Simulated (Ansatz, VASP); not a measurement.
Sr: VASP beside Ansatz

```
Sr
1.0
     0.00000    4.73279    4.73279
     4.73279    0.00000    4.73279
     4.73279    4.73279    0.00000
Sr
2
Direct
  0.12500 0.12500 0.12500
  0.87500 0.87500 0.87500
```

Alike in both runs: task single point; functional PBE; k mesh 10 × 10 × 10; occupations fermi-dirac, width 0.1 eV; no spin polarisation.

```csv
,VASP,Ansatz
version,VASP 6.6.1,Ansatz 0.2.0
potentials or method,"VASP PAW PBE potentials, release 64 (Sr_sv), cutoff 520 eV","plane waves (420 eV) with PAW, scalar-relativistic"
valence electrons in the cell,20,20
```

```tsv
	VASP	Ansatz	Ansatz less VASP
pressure (GPa)	0.1	0.1	0.00
```
